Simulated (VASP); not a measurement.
# Co (P6/mmm) in VASP: notebook

Co is run at these levels: RPBE; tasks: single point, relaxation of cell and atoms.

Program: VASP 6.6.1. These are calculated values, not measurements. Logs are shortened: lines on timing, memory, paths and dates and some standing lists are left out, and cuts for length are marked.

## (1) The cell of the first run

It takes space group P6/mmm (No. 191, hexagonal). The conventional cell has a = 4.043 Å, b = 4.043 Å, c = 2.480 Å, α = 90.00°, β = 90.00°, γ = 120.00°. Co (site symmetry 6/mmm) has 14 Co at 2.48 to 2.64 Å within 3.3 Å. Within 3.1 Å of Co (site symmetry -6m2) lie 11 Co at 2.33 to 2.64 Å.

## (2) Single point, RPBE (volume scaled by 1.08)

The input, INCAR:

```
SYSTEM = Co
PREC = Accurate ; ENCUT = 520
EDIFF = 1E-6 ; ISMEAR = -1
SIGMA = 0.1 ; LREAL = .FALSE.
LASPH = .TRUE. ; NELM = 80
ALGO = Normal ; ISIF = 2
LWAVE = .FALSE. ; LCHARG = .FALSE.
GGA = RP ; NBANDS = 20
```

The input, KPOINTS:

```
Automatic mesh
0
G
  12 12 17
  0 0 0
```

The input, POSCAR:

```
Co
1.0
    4.0432630293      0.0000000000      0.0000000000
   -2.0216315147      3.5015684975      0.0000000000
    0.0000000000      0.0000000000      2.4795126352
Co
3
Direct
    0.0000000000      0.0000000000      0.0000000000
    0.3333333333      0.6666666667      0.5000000000
    0.6666666667      0.3333333333      0.5000000000
```

Potentials or basis: VASP PAW PBE potentials, release 64 (Co).

The run is started by

```
> cat potpaw_PBE.64/Co/POTCAR > POTCAR
> mpirun -np 1 vasp_std > vasp.out
```

OUTCAR:

```text
SYSTEM = Co
   PREC = Accurate
   ENCUT = 520
   EDIFF = 1E-6
   ISMEAR = -1
   LREAL = .FALSE.
   LASPH = .TRUE.
   NELM = 80
   ISIF = 2
   GGA = RP

 ion  position               nearest neighbor table
   1  0.000  0.000  0.000-   2 2.64   3 2.64   2 2.64   3 2.64   2 2.64   2 2.64   3 2.64   3 2.64
                             3 2.64   3 2.64   2 2.64   2 2.64
   2  0.333  0.667  0.500-   3 2.33   3 2.33   3 2.33   1 2.64   1 2.64   1 2.64   1 2.64   1 2.64
                             1 2.64
   3  0.667  0.333  0.500-   2 2.33   2 2.33   2 2.33   1 2.64   1 2.64   1 2.64   1 2.64   1 2.64
                             1 2.64

  LATTYP: Found a hexagonal cell.
 ALAT       =     4.0432630293
 C/A-ratio  =     0.6132454449

  Lattice vectors:

 A1 = (   4.0432630293,   0.0000000000,   0.0000000000)
 A2 = (  -2.0216315147,   3.5015684975,   0.0000000000)
 A3 = (   0.0000000000,   0.0000000000,   2.4795126352)

Analysis of symmetry for initial positions (statically):
=====================================================================
 Subroutine PRICEL returns:
 Original cell was already a primitive cell.

 Routine SETGRP: Setting up the symmetry group for a
 hexagonal supercell.

 Subroutine GETGRP returns: Found 24 space group operations
 (whereof 24 operations were pure point group operations)
 out of a pool of 24 trial point group operations.

The static configuration has the point symmetry D_6h.

Analysis of symmetry for dynamics (positions and initial velocities):
=====================================================================
 Subroutine PRICEL returns:
 Original cell was already a primitive cell.

 Routine SETGRP: Setting up the symmetry group for a
 hexagonal supercell.

 Subroutine GETGRP returns: Found 24 space group operations
 (whereof 24 operations were pure point group operations)
 out of a pool of 24 trial point group operations.

The dynamic configuration has the point symmetry D_6h.

 Subroutine INISYM returns: Found 24 space group operations
 (whereof 24 operations are pure point group operations),
 and found     1 'primitive' translations

----------------------------------------------------------------------------------------

                                     Primitive cell

  volume of cell :      35.1044

  direct lattice vectors                    reciprocal lattice vectors
     4.043263029  0.000000000  0.000000000     0.247324993  0.142793151  0.000000000
    -2.021631515  3.501568498  0.000000000     0.000000000  0.285586302  0.000000000
     0.000000000  0.000000000  2.479512635     0.000000000  0.000000000  0.403305063

  length of vectors
     4.043263029  4.043263029  2.479512635     0.285586302  0.285586302  0.403305063

  position of ions in fractional coordinates (direct lattice)
     0.000000000  0.000000000  0.000000000
     0.333333333  0.666666667  0.500000000
     0.666666667  0.333333333  0.500000000

  ion indices of the primitive-cell ions
   primitive index   ion index
                 1           1
                 2           2
                 3           3

----------------------------------------------------------------------------------------

 KPOINTS: Automatic mesh

Automatic generation of k-mesh.
 Grid dimensions read from file:
 generate k-points for:   12   12   17

 Generating k-lattice:

  Cartesian coordinates                     Fractional coordinates (reciprocal lattice)
     0.020610416  0.011899429  0.000000000     0.083333333  0.000000000  0.000000000
     0.000000000  0.023798859  0.000000000     0.000000000  0.083333333  0.000000000
     0.000000000  0.000000000  0.023723827     0.000000000  0.000000000  0.058823529

  Length of vectors
     0.023798859  0.023798859  0.023723827

  Shift w.r.t. Gamma in fractional coordinates (k-lattice)
     0.000000000  0.000000000  0.000000000

 Subroutine IBZKPT returns following result:
 ===========================================

 Found    171 irreducible k-points:

 Following reciprocal coordinates:
            Coordinates               Weight
  0.000000  0.000000  0.000000      1.000000
  0.083333 -0.000000  0.000000      6.000000
  0.166667 -0.000000  0.000000      6.000000
  0.250000 -0.000000  0.000000      6.000000
  0.333333 -0.000000  0.000000      6.000000
  0.416667 -0.000000  0.000000      6.000000
[... 16 lines left out ...]
  0.250000 -0.000000  0.058824     12.000000
  0.333333 -0.000000  0.058824     12.000000
 [... further k-points ...]
   k-points           NKPTS =    171   k-points in BZ     NKDIM =    171   number of bands    NBANDS=     20
   number of dos      NEDOS =    301   number of ions     NIONS =      3
   total plane-waves  NPLWV =  16200
   dimension x,y,z NGX =    30 NGY =   30 NGZ =   18
   dimension x,y,z NGXF=    60 NGYF=   60 NGZF=   36
   ions per type =               3
   NGX,Y,Z   is equivalent  to a cutoff of  12.34, 12.34, 12.07 a.u.
   NGXF,Y,Z  is equivalent  to a cutoff of  24.67, 24.67, 24.14 a.u.
 SYSTEM =  Co
   PREC   = accura    normal or accurate (medium, high low for compatibility)
   ISTART =      0    job   : 0-new  1-cont  2-samecut
   ICHARG =      2    charge: 1-file 2-atom 10-const
   ISPIN  =      1    spin polarized calculation?
   LNONCOLLINEAR =      F non collinear calculations
   LSORBIT =      F    spin-orbit coupling
   LASPH  =      T    aspherical Exc in radial PAW
   ENCUT  =  520.0 eV  38.22 Ry    6.18 a.u.   7.52  7.52  4.61*2*pi/ulx,y,z
   NELM   =     80;   NELMIN=  2; NELMDL= -5     # of ELM steps
   EDIFF  = 0.1E-05   stopping-criterion for ELM
   LREAL  =      F    real-space projection
   EDIFFG = 0.1E-04   stopping-criterion for IOM
   NSW    =      0    number of steps for IOM
   IBRION =     -1    ionic relax: 0-MD 1-quasi-New 2-CG
   NFREE  =      0    steps in history (QN), initial steepest desc. (CG)
   ISIF   =      2    stress and relaxation
   ISYM   =      2    0-nonsym 1-usesym 2-fastsym
   POTIM  = 0.5000    time-step for ionic-motion
   TEBEG  =    0.0;   TEEND  =   0.0 temperature during run
   PSTRESS=    0.0 pullay stress
   NELECT =      27.0000    total number of electrons
   NUPDOWN=      -1.0000    fix difference up-down
   EMIN   =  10.00;   EMAX   =-10.00  energy-range for DOS
   EFERMI =   0.00;   METHOD = LEGACY
   ISMEAR =    -1;   SIGMA  =   0.10  broadening in eV -4-tet -1-fermi 0-gaus
   EFERMI_NEDOS =   21; number of points for ismear=-14 and -15
   IALGO  =     38    algorithm
   IMIX   =      4    mixing-type and parameters
     AMIX     =   0.40;   BMIX     =  1.00
     AMIX_MAG =   1.60;   BMIX_MAG =  1.00
  volume/ion in A,a.u.               =      11.70        78.97
  Fermi-wavevector in a.u.,A,eV,Ry     =   1.499947  2.834488 30.610925  2.249840
  Thomas-Fermi vector in A             =   2.611511
   LORBIT       =      0    0 simple, 1 ext, 2 COOP (PROOUT), +10 PAW based schemes
   GGA     = RP    functional components
   LHFCALC =     F    Hartree Fock is set to
   AEXX    =    0.0000 exact exchange contribution
   IVDW    =     0    specifies the selected vdW correction
   LEPSILON=     F    determine dielectric tensor
   LRPA    =     F    only Hartree local field effects (RPA)
 non-spin polarized calculation
  energy-cutoff  :      520.00
  volume of cell :       35.10
 maximum number of plane-waves:       966
   NGX = 15   NGY = 15   NGZ =  9

 number of electron      27.0000006 magnetization

 Free energy of the ion-electron system (eV)
  ---------------------------------------------------
  ext. energy  EPLUGINS =         0.00000000
  ---------------------------------------------------
  free energy    TOTEN  =       -18.38862526 eV

  energy without entropy =      -18.04671766  energy(sigma->0) =      -18.21767146

 E-fermi :   9.1951     XC(G=0): -12.8556

 val. band max:        9.1935828486   @ k =   0.3333  -0.0000   0.3529
 cond. band min:       9.1952837211   @ k =   0.3333   0.1667   0.1176
 fundamental gap:      0.0017008725
 Fermi energy:         9.1950641377

 k-point     1 :       0.0000    0.0000    0.0000
  band No.  band energies     occupation
      1       0.8950      2.00000
      2       5.6297      2.00000
      3       6.7107      2.00000
      4       6.7107      2.00000
      5       6.7357      2.00000
      6       6.7357      2.00000
[... 12 lines left out ...]
     19      15.6812      0.00000
     20      15.6812      0.00000

 k-point     2 :       0.0833   -0.0000    0.0000
  band No.  band energies     occupation
      1       0.9876      2.00000
      2       5.6362      2.00000
      3       6.4415      2.00000
      4       6.5628      2.00000
      5       6.7684      2.00000
      6       6.9718      2.00000
[... 12 lines left out ...]
     19      16.3586      0.00000
     20      16.9711      0.00000

 k-point     3 :       0.1667   -0.0000    0.0000
  band No.  band energies     occupation
      1       1.2623      2.00000
      2       5.6142      2.00000
      3       6.1376      2.00000
      4       6.4848      2.00000
      5       6.5718      2.00000
      6       7.1737      2.00000
[... 12 lines left out ...]
     19      16.3057      0.00000
     20      18.3506      0.00000

 k-point     4 :       0.2500   -0.0000    0.0000
  band No.  band energies     occupation
      1       1.7093      2.00000
      2       5.4497      2.00000
      3       5.8835      2.00000
      4       6.3617      2.00000
      5       6.4776      2.00000
      6       7.1393      2.00000
[... 12 lines left out ...]
     19      16.1769      0.00000
     20      19.8123      0.00000

 k-point     5 :       0.3333   -0.0000    0.0000
  band No.  band energies     occupation
      1       2.3100      2.00000
      2       5.1660      2.00000
      3       5.4589      2.00000
      4       6.3784      2.00000
      5       6.5240      2.00000
      6       7.0386      2.00000
[... 12 lines left out ...]
     19      16.0871      0.00000
     20      21.3565      0.00000

 k-point     6 :       0.4167   -0.0000    0.0000
  band No.  band energies     occupation
      1       3.0332      2.00000
      2       4.6134      2.00000
      3       5.1424      2.00000
      4       6.5288      2.00000
      5       6.5922      2.00000
      6       6.8906      2.00000
[... 12 lines left out ...]
     19      16.0388      0.00000
     20      22.9822      0.00000

 k-point     7 :       0.5000   -0.0000    0.0000
  band No.  band energies     occupation
      1       3.7775      2.00000
      2       3.8852      2.00000
      3       5.0647      2.00000
      4       6.6280      2.00000
      5       6.7071      2.00000
      6       6.7185      2.00000
[... 12 lines left out ...]
     19      16.0239      0.00000
     20      24.6396      0.00000
[... 277 lines left out ...]
 k-point    20 :       0.0000    0.0000    0.0588
  band No.  band energies     occupation
      1       0.9863      2.00000
      2       5.6814      2.00000
      3       6.6755      2.00000
      4       6.6755      2.00000
      5       6.7038      2.00000
      6       6.7038      2.00000
[... 12 lines left out ...]
     19      15.7664      0.00000
     20      15.7664      0.00000

 k-point    21 :       0.0833   -0.0000    0.0588
  band No.  band energies     occupation
      1       1.0785      2.00000
      2       5.6898      2.00000
      3       6.4280      2.00000
      4       6.5407      2.00000
      5       6.7462      2.00000
      6       6.9217      2.00000
[... 12 lines left out ...]
     19      16.4193      0.00000
     20      17.0568      0.00000

 k-point    22 :       0.1667   -0.0000    0.0588
  band No.  band energies     occupation
      1       1.3519      2.00000
      2       5.6711      2.00000
      3       6.1458      2.00000
      4       6.4711      2.00000
      5       6.5655      2.00000
      6       7.2171      2.00000
[... 12 lines left out ...]
     19      16.3408      0.00000
     20      18.4314      0.00000

 k-point    23 :       0.2500   -0.0000    0.0588
  band No.  band energies     occupation
      1       1.7964      2.00000
      2       5.5034      2.00000
      3       5.9205      2.00000
      4       6.3584      2.00000
      5       6.4699      2.00000
      6       7.1820      2.00000
[... 12 lines left out ...]
     19      16.2007      0.00000
     20      19.8898      0.00000

 k-point    24 :       0.3333   -0.0000    0.0588
  band No.  band energies     occupation
      1       2.3935      2.00000
      2       5.2228      2.00000
      3       5.5035      2.00000
      4       6.3894      2.00000
      5       6.5201      2.00000
      6       7.0789      2.00000
[... 12 lines left out ...]
     19      16.1050      0.00000
     20      21.4319      0.00000

 [... further k-points ...]

------------------------ aborting loop because EDIFF is reached ----------------------------------------

  FORCE on cell =-STRESS in cart. coord.  units (eV):
  Direction    XX          YY          ZZ          XY          YZ          ZX
  --------------------------------------------------------------------------------------
  -------------------------------------------------------------------------------------
  Total       -3.1405615     -3.1405615     -2.9113841      0.0000000      0.0000000      0.0000000
  in kB     -143.3365489   -143.3365489   -132.8767961      0.0000000      0.0000000      0.0000000
  external PRESSURE =    -139.8499646 kB  Pullay stress =       0.0000000 kB

 VOLUME and BASIS-vectors are now :
 -----------------------------------------------------------------------------
  energy-cutoff  :      520.00
  volume of cell :       35.10
      direct lattice vectors                 reciprocal lattice vectors
     4.043263029  0.000000000  0.000000000     0.247324993  0.142793151  0.000000000
    -2.021631515  3.501568498  0.000000000     0.000000000  0.285586302  0.000000000
     0.000000000  0.000000000  2.479512635     0.000000000  0.000000000  0.403305063

 POSITION                                       TOTAL-FORCE (eV/Angst)
 -----------------------------------------------------------------------------------
      0.00000      0.00000      0.00000        -0.000000      0.000000      0.000000
     -0.00000      2.33438      1.23976         0.000000      0.000000      0.000000
      2.02163      1.16719      1.23976         0.000000      0.000000      0.000000
 -----------------------------------------------------------------------------------
    total drift:                               -0.000000      0.000000      0.000000

  FREE ENERGIE OF THE ION-ELECTRON SYSTEM (eV)
  ---------------------------------------------------
  free  energy   TOTEN  =       -18.3886252594 eV

  energy  without entropy=      -18.0467176589  energy(sigma->0) =      -18.21767146
```

It took 46 s on 1 thread of Intel Xeon 6975P-C (Granite Rapids), shared host; peak memory 0.21 GiB.

What came out:

```
Free energy : -18.3886 eV
Pressure    : -14.0 GPa
```

Stress tensor (GPa, compression positive):
```
-14.33   0.00   0.00
  0.00 -14.33   0.00
  0.00   0.00 -13.29
```

Levels at points of the mesh, in eV from the Fermi level:
```csv
k point,band 10,band 11,band 12,band 13,band 14,band 15,band 16,band 17,band 18,band 19
"(0.00, 0.00, 0.00)",-1.30,-0.82,-0.82,-0.78,-0.78,0.37,0.37,6.47,6.47,6.49
"(0.50, 0.00, 0.00)",-0.72,-0.69,-0.15,0.04,0.07,0.08,0.19,0.39,0.43,6.83
```

Caveat: the cell differs from its parent crystal (volume scaled by 1.08); the PAW data sets were made with another functional, which shifts forces and pressure a little; the run has no spin polarisation, though such a crystal can be magnetic. Spin polarisation is off, so any magnetic state and its effect on volume and gap are missing.

## (3) Single point, RPBE (volume scaled by 1.12)

The input, INCAR:

```
SYSTEM = Co
  ALGO = Normal
  EDIFF = 1E-7
  ENCUT = 520
  GGA = RP
  ISIF = 2
  ISMEAR = -1
  LASPH = .TRUE.
  LCHARG = .FALSE.
  LREAL = .FALSE.
  LWAVE = .FALSE.
  NBANDS = 20
  NELM = 60
  PREC = Accurate
  SIGMA = 0.1
```

The input, KPOINTS:

```
k-points
0
G
  12 12 17
  0 0 0
```

The input, POSCAR:

```
Co
1.0
    4.0925759750      0.0000000000      0.0000000000
   -2.0462879875      3.5442747613      0.0000000000
    0.0000000000      0.0000000000      2.5097535746
Co
3
Direct
    0.0000000000      0.0000000000      0.0000000000
    0.3333333333      0.6666666667      0.5000000000
    0.6666666667      0.3333333333      0.5000000000
```

Potentials or basis: VASP PAW PBE potentials, release 64 (Co).

The run is started by

```
> cat potpaw_PBE.64/Co/POTCAR > POTCAR
> mpirun -np 1 vasp_std > vasp.out
```

Wall time 78 s (1 thread of Intel Xeon 6975P-C (Granite Rapids), shared host); peak memory 0.21 GiB.

Results (log left out):

```
Free energy : -18.2541 eV
Pressure    : -18.8 GPa
```

Stress tensor (GPa, compression positive):
```
-19.28   0.00   0.00
  0.00 -19.28   0.00
  0.00   0.00 -17.94
```

Levels at points of the mesh, in eV from the Fermi level:
| k point | band 11 | band 12 | band 13 | band 14 | band 15 | band 16 | band 17 | band 18 |
| --- | --- | --- | --- | --- | --- | --- | --- | --- |
| (0.00, 0.00, 0.00) | -0.78 | -0.78 | -0.74 | -0.74 | 0.35 | 0.35 | 6.30 | 6.30 |
| (0.50, 0.00, 0.00) | -0.65 | -0.14 | 0.04 | 0.06 | 0.08 | 0.19 | 0.37 | 0.47 |

Caveat: the cell differs from its parent crystal (volume scaled by 1.12); the PAW data sets were made with another functional, which shifts forces and pressure a little; the run has no spin polarisation, though such a crystal can be magnetic.

## (4) Relaxation of cell and atoms, RPBE

This run uses another cell than the first one, of 11.07 Å³/atom, 0.946 times its volume.

The input, INCAR:

```
SYSTEM = Co
  ALGO = Normal
  EDIFF = 1E-6
  EDIFFG = -0.01
  ENCUT = 600
  GGA = RP
  IBRION = 2
  ISIF = 3
  ISMEAR = -1
  LASPH = .True.
  LCHARG = .False.
  LREAL = .False.
  LWAVE = .False.
  NELM = 80
  NSW = 80
  PREC = Accurate
  SIGMA = 0.1
```

The input, KPOINTS:

```
k-points
0
Gamma
  9 9 13
  0 0 0
```

The input, POSCAR:

```
Co
1.0
    3.9701439143      0.0000000000      0.0000000000
   -1.9850719572      3.4382454865      0.0000000000
    0.0000000000      0.0000000000      2.4336982195
Co
3
Direct
    0.0000000000      0.0000000000      0.0000000000
    0.3333333333      0.6666666667      0.5000000000
    0.6666666667      0.3333333333      0.5000000000
```

The run is started by

```
> cat potpaw_PBE.64/Co/POTCAR > POTCAR
> mpirun -np 1 vasp_std > vasp.out
```

Wall time 1.7 min (1 thread of Intel Xeon 6975P-C (Granite Rapids), shared host); peak memory 0.19 GiB.

It converged, with:

```yaml
Free_energy: -18.5156 eV
Relaxed_volume: 10.80 Å³/atom
Relaxed_cell: a = 3.938 Å, b = 3.938 Å, c = 2.414 Å, α = 90.00°, β = 90.00°, γ = 120.00°
Space_group_after_relaxing_to_0.05_Å: P6/mmm (No. 191)
Energy_gained_by_relaxing: 4.4 meV/atom
Ionic_steps: 5
Pressure_after_relaxing: 0.0 GPa
```

The path:
```tsv
step	energy change (eV)	largest force (eV/Å)	pressure (GPa)	volume (Å³)
1	0.0000	0.0000	-4.98	33.22
2	0.0015	0.0000	6.16	31.59
3	-0.0131	0.0000	0.10	32.40
4	-0.0131	0.0000	-0.04	32.42
5	-0.0131	0.0000	-0.01	32.41
```

Final structure:
```
Co
1.0
     3.93775    0.00000    0.00000
    -1.96887    3.41019    0.00000
     0.00000    0.00000    2.41389
Co
3
Cartesian
  1.9689 3.4102 0.0000
  0.0000 2.2735 1.2069
  1.9689 1.1367 1.2069
```

Levels at points of the mesh, in eV from the Fermi level:
```
           k point  band 10  band 11  band 12  band 13  band 14  band 15  band 16  band 17
(0.00, 0.00, 0.00)    -1.47    -0.93    -0.93    -0.89    -0.89     0.42     0.42     6.88
```

Caveat: the PAW data sets were made with another functional, which shifts forces and pressure a little; the run has no spin polarisation, though such a crystal can be magnetic.

## (5) The runs side by side

```tsv
task	cell	k mesh	cutoff (eV)	gap on the mesh (eV)	pressure (GPa)
single point	a = 4.043, b = 4.043, c = 2.480 Å, angles 90.0, 90.0, 120.0°, 3 atoms	12 × 12 × 17	520	none	-14.0
single point	a = 4.093, b = 4.093, c = 2.510 Å, angles 90.0, 90.0, 120.0°, 3 atoms	12 × 12 × 17	520	none	-18.8
relaxation of cell and atoms	relaxed from a = 3.970, b = 3.970, c = 2.434 Å, angles 90.0, 90.0, 120.0°, 3 atoms	9 × 9 × 13	600	none	0.0
```

Alike in all rows: level RPBE; potentials or basis VASP PAW PBE potentials, release 64 (Co); no spin polarisation; smearing fermi-dirac 0.1 eV.

Caveats: the PAW data sets were made with another functional, which shifts forces and pressure a little; the run has no spin polarisation, though such a crystal can be magnetic.

Absolute energies hang on the potentials; compare differences alone.
